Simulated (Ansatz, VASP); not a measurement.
# One calculation of ZrC, two programs

```
Zr C
1.0
     0.00000    2.35802    2.35802
     2.35802    0.00000    2.35802
     2.35802    2.35802    0.00000
Zr C
1 1
Direct
  0.50000 0.50000 0.50000
  0.00000 0.00000 0.00000
```

Change from the starting cell: volume scaled by 1.01.

Alike in both runs: task single point; functional PBE; k mesh 15 × 15 × 15; occupations fermi-dirac, width 0.05 eV; no spin polarisation.

```csv
,VASP,Ansatz
version,VASP 6.6.1,Ansatz 0.2.0
potentials or method,"VASP PAW PBE potentials, release 64 (Zr_sv, C), cutoff 520 eV","all-electron LAPW, scalar-relativistic"
```

VASP gave:

```
pressure (GPa) : -0.8
```

**Question.** Estimate Ansatz's values.

**Answer.** Pressure (GPa): -1.0.

Ansatz ran all-electron here, and VASP with PAW potentials.
